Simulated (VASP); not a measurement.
A run of VASP 6.6.1 is set up as follows.

INCAR

```
SYSTEM = Si16HC16
PREC = Accurate ; ENCUT = 520
EDIFF = 1E-6 ; ISMEAR = -1
SIGMA = 0.01 ; LREAL = Auto
LASPH = .TRUE. ; NELM = 120
ALGO = Normal ; ISIF = 2
LWAVE = .FALSE. ; LCHARG = .TRUE.
GGA = PE ; LELF = .TRUE.
LVHAR = .TRUE. ; NBANDS = 86
NELECT = 130.0 ; GGA_COMPAT = .FALSE.
```

Contents of KPOINTS:

```
regular mesh
0
G
  1 1 1
  0 0 0
```

Contents of POSCAR:

```
Si16HC16
1.0
   -4.3797050000      4.3797050000     -4.3797050000
    4.3797050000      4.3797050000      4.3797050000
    4.3797050000     -4.3797050000     -4.3797050000
Si C H
16 16 1
Direct
   -0.0000769707     -0.0028361081      0.7487771864
   -0.0000702431      0.2493795086      0.4943904282
   -0.0000527797      0.4937332257      0.2500257013
   -0.0000595664      0.7481341011     -0.0021777057
    0.2521237908      0.0003267903      0.5022130501
    0.2443137320      0.2493711317      0.2500315520
    0.2521239574      0.5015602489      0.0009864006
    0.2489847607      0.7506104780      0.7512707952
    0.4986941611     -0.0028413759      0.2500308351
    0.4986789734      0.2493588539     -0.0021735061
    0.5011795610      0.4984093487      0.7512807522
    0.5011902197      0.7506188581      0.4990856791
    0.7555687178      0.0050093894      0.0056585961
    0.7477360417      0.2493757875      0.7487861509
    0.7508795905      0.5015576073      0.5022183278
    0.7477485320      0.7481258407      0.2500168149
   -0.0000617755     -0.0053626739     -0.0047309252
   -0.0000703998      0.2493701481      0.7495565574
   -0.0000730788      0.5041443372      0.5047826814
   -0.0000435034      0.7488980415      0.2500166182
    0.2499092674     -0.0006420172      0.7500048359
    0.2546877518      0.2493891880      0.5047994501
    0.2547099987      0.5041341011      0.2500342424
    0.2499380756      0.7493651754      0.0000276168
    0.4999363719     -0.0006275769      0.5000388100
    0.4994348339      0.2493366840      0.2500306252
    0.4999273068      0.4993565955      0.0000355415
    0.5004259577      0.7498535078      0.7505222555
    0.7451799349     -0.0053902866      0.2500182588
    0.7451770152      0.2493938425     -0.0047205344
    0.7499276840      0.4993655424      0.7500188062
    0.7499475291      0.7493782571      0.5000170598
   -0.0000494973      0.2494138548      0.2500608192
```

Potentials or basis: VASP PAW PBE potentials, release 64 (Si, C, H).

Launch:

```console
$ cat potpaw_PBE.64/Si/POTCAR potpaw_PBE.64/C/POTCAR potpaw_PBE.64/H/POTCAR > POTCAR
$ mpirun -np 1 vasp_gam > vasp.out
```

Task: Estimate the largest force.

Result: 0.017 eV/Å.

Forces in eV/Å, atoms in the order of the input:
```
Si   0.007  0.003  0.000
Si   0.005  0.000  0.000
Si   0.003  0.003  0.002
Si   0.007  0.004  0.005
Si   0.005  0.005  0.006
Si   0.002  0.003  0.002
Si   0.003  0.001  0.000
Si   0.000  0.001  0.005
Si  -0.001  0.008  0.000
Si  -0.001  0.003 -0.001
Si   0.000  0.001  0.008
Si  -0.001  0.000  0.004
Si   0.002  0.002  0.004
Si   0.004  0.000 -0.002
Si  -0.001  0.005  0.001
Si   0.004  0.007  0.004
C    0.010 -0.003 -0.003
C   -0.005 -0.001  0.001
C   -0.016 -0.003 -0.003
C   -0.004 -0.007 -0.004
C   -0.002 -0.002 -0.005
C   -0.003 -0.001  0.011
C   -0.001 -0.015 -0.003
C   -0.003 -0.003 -0.002
C   -0.003 -0.003 -0.003
C   -0.001 -0.002 -0.001
C   -0.002 -0.002 -0.002
C   -0.001 -0.002 -0.004
C   -0.001  0.010  0.000
C   -0.003 -0.004 -0.015
C   -0.001 -0.003 -0.003
C   -0.002 -0.006 -0.003
H    0.000  0.001  0.001
```

Caveat: the k points lie up to 1.01 Å⁻¹ apart; the cell carries a net charge on a neutralising background, which shifts energy and pressure.
